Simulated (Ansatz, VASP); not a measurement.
One calculation of LiF, two programs

Contents of INCAR:

```
ALGO     = Normal         # electronic algorithm
EDIFF    = 1E-6           # SCF threshold, eV
ENCUT    = 520            # plane-wave cutoff, eV
GGA      = PE             # functional
ISIF     = 2              # what is computed and relaxed
ISMEAR   = 0              # smearing method
LASPH    = T              # aspherical terms in the spheres
LCHARG   = F              # write CHGCAR
LREAL    = F              # projectors in reciprocal space
LWAVE    = F              # write WAVECAR
NBANDS   = 12             # bands
NELM     = 60             # most SCF steps
PREC     = Accurate       # precision mode
SIGMA    = 0.05           # smearing width, eV
```

The input KPOINTS:

```
k-points
0
Gamma
  10 10 10
```

Contents of POSCAR:

```
LiF
1.0
    0.0000000000      1.9133000000      2.0140000000
    1.9133000000      0.0000000000      2.0140000000
    1.9133000000      1.9133000000      0.0000000000
Li F
1 1
Direct
    0.0000000000      0.0000000000      0.0000000000
    0.5000000000      0.5000000000      0.5000000000
```

Input for Ansatz:

```yaml
crystal:
  lattice:
    - [0.0, 1.9133, 2.014]
    - [1.9133, 0.0, 2.014]
    - [1.9133, 1.9133, 0.0]
  atoms:
    - { symbol: Li, position: [0.0, 0.0, 0.0] }
    - { symbol: F, position: [0.5, 0.5, 0.5] }
basis:
  ecutwfc: 420
kpoints:
  mp_grid: { grid: [10, 10, 10] }
hamiltonian:
  xc: pbe
scf:
  occupations: { method: gaussian, width: 0.05 }
output:
  forces: true
  stress: true
  eigenvalues: true
```

Change from the starting cell: strain -0.050 along x and y, +0.000 along z, atoms carried along.

Alike in both runs: task single point; functional PBE; k mesh 10 × 10 × 10; occupations gaussian, width 0.05 eV; no spin polarisation.

```csv
,VASP,Ansatz
version,VASP 6.6.1,Ansatz 0.2.0
potentials or method,"VASP PAW PBE potentials, release 64 (Li_sv, F), cutoff 520 eV","scalar-relativistic, plane waves, PAW"
valence electrons in the cell,10,10
```

|  | VASP | Ansatz | Ansatz less VASP |
| --- | --- | --- | --- |
| gap on the k mesh at the Fermi level (eV) | 9.98 | 9.98 | -0.001 |
| least direct gap on the mesh (eV) | 9.98 | 9.98 | -0.001 |

With one functional, cell and mesh, what is left measures potentials, basis and numerics.

Noted on VASP's run: the cutoff is short for stress, so the pressure is rough.
